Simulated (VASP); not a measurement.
The system is KCl (Sylvite).

```
K Cl
1.0
     0.00000    3.14647    3.14647
     3.14647    0.00000    3.14647
     3.14647    3.14647    0.00000
K Cl
1 1
Direct
  0.00000 0.00000 0.00000
  0.50000 0.50000 0.50000
```

Base run:

```yaml
Program: VASP 6.6.1
Functional: PBE
Potentials_or_basis: VASP PAW PBE potentials, release 64 (K_sv, Cl)
Cutoff: 520 eV
k_mesh: 6 × 6 × 6
Occupations: gaussian, width 0.01 eV
Spin: no spin polarisation
```

Its results: band gap on the k mesh 5.19 eV, direct; pressure 0.8 GPa.

Q: The run is repeated on the same cell with these changes: functional from PBE to BLYP; further incar settings from ALGO = Normal; EDIFF = 1e-07; NBANDS = 15 to ALGO = Normal; EDIFF = 1e-06; NBANDS = 15. What comes out?

A: Band gap on the k mesh 5.18 eV, direct; pressure 1.5 GPa.

Caveats: the PAW data sets were made with another functional, which shifts forces and pressure a little (some runs).

